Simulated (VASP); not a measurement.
Yb:

```
Yb
1.0
     0.00000    2.74310    2.74310
     2.74310    0.00000    2.74310
     2.74310    2.74310    0.00000
Yb
1
Direct
  0.00000 0.00000 0.00000
```

Base run:

```yaml
Program: VASP 6.6.1
Functional: LDA
Potentials_or_basis: VASP PAW PBE potentials, release 64 (Yb)
Cutoff: 520 eV
k_mesh: 8 × 8 × 8
Occupations: gaussian, width 0.02 eV
Spin: collinear spin, ferromagnetic start
Starting_moments: "[1.0] μB"
```

Its results: band gap on the k mesh zero (filled and empty bands touch); pressure -5.5 GPa; net moment 0.00 μB per cell.

Problem. The run is repeated on the same cell with these changes: functional from LDA to RPBE. What comes out?

Solution. Band gap on the k mesh zero (filled and empty bands overlap); pressure -1.9 GPa; net moment -0.02 μB per cell.

RPBE binds less tightly than LDA, so the same cell stands under more pressure.

Caveats: the PAW data sets were made with another functional, which shifts forces and pressure a little; spin-orbit coupling is left out, which moves the levels of the heavy elements.
